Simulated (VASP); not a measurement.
**Cu: single point with r2SCAN**

The system is Cu.

```
Cu
1.0
     2.36909    0.00000    0.00000
     0.00000    2.36909    0.00000
     0.00000    0.00000    2.36909
Cu
1
Direct
  0.00000 0.00000 0.00000
```

```yaml
Program: VASP 6.6.1
Task: single point
Functional: r2SCAN
Potentials_or_basis: VASP PAW PBE potentials, release 64 (Cu)
Cutoff: 520 eV
k_mesh: 7 × 7 × 7
Occupations: fermi-dirac, width 0.1 eV
Spin: no spin polarisation
```

```json
{
 "Pressure": "1.1 GPa"
}
```

Levels at points of the mesh, in eV from the Fermi level:
```tsv
k point	band 3	band 4	band 5	band 6	band 7	band 8	band 9	band 10
(0.00, 0.00, 0.00)	-4.17	-1.49	-1.49	-1.49	18.83	18.83	18.83	22.21
```

Wall time 8.5 s on 1 thread of Intel(R) Xeon(R) Platinum 8488C (Sapphire Rapids) (shared host), peak memory 0.12 GiB.

Caveat: the k points lie up to 0.38 Å⁻¹ apart; the PAW data sets were made with another functional, which shifts forces and pressure a little.
